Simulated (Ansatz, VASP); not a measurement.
# ZnS in VASP and in Ansatz

Contents of INCAR:

```
ALGO = Normal
EDIFF = 1E-8
ENCUT = 520
GGA = PS
ISIF = 2
ISMEAR = -1
LASPH = True
LCHARG = False
LEFG = True
LREAL = False
LWAVE = False
NBANDS = 16
NELM = 80
PREC = Accurate
SIGMA = 0.01
```

Contents of KPOINTS:

```
k-points
0
Gamma
  9 9 9
```

POSCAR

```
ZnS
1.0
    0.0000000000      2.7402415815      2.7402415815
    2.7402415815      0.0000000000      2.7402415815
    2.7402415815      2.7402415815      0.0000000000
Zn S
1 1
Direct
    0.0000000000      0.0000000000      0.0000000000
    0.7500000000      0.7500000000      0.7500000000
```

Input for Ansatz:

```yaml
crystal:
  lattice:
    - [0.0, 2.7402415815, 2.7402415815]
    - [2.7402415815, 0.0, 2.7402415815]
    - [2.7402415815, 2.7402415815, 0.0]
  atoms:
    - { symbol: Zn, position: [0.0, 0.0, 0.0] }
    - { symbol: S, position: [0.75, 0.75, 0.75] }
kpoints:
  mp_grid: { grid: [9, 9, 9] }
scf:
  occupations: { method: fermi_dirac, width: 0.01 }
hamiltonian:
  xc: pbesol
  pseudopotentials: { kind: all_electron, datasets: crystal }
output:
  forces: true
  stress: true
  eigenvalues: true
  efg: { contact_densities: true }
```

Change from the starting cell: volume scaled by 1.04, crystal datasets.

Alike in both runs: task electric field gradients; functional PBEsol; k mesh 9 × 9 × 9; occupations fermi-dirac, width 0.01 eV; no spin polarisation.

```csv
,VASP,Ansatz
version,VASP 6.6.1,Ansatz 0.2.0
potentials or method,"VASP PAW PBE potentials, release 64 (Zn, S), cutoff 520 eV","all-electron PAW with datasets made for the crystal, scalar-relativistic"
```

|  | VASP | Ansatz | Ansatz less VASP |
| --- | --- | --- | --- |
| gap on the k mesh at the Fermi level (eV) | 1.80 | 1.80 | 0.000 |
| pressure (GPa) | -4.5 | -4.6 | -0.15 |

VASP's potentials were made for PBE, not for PBEsol. Ansatz ran all-electron here, and VASP with PAW potentials.
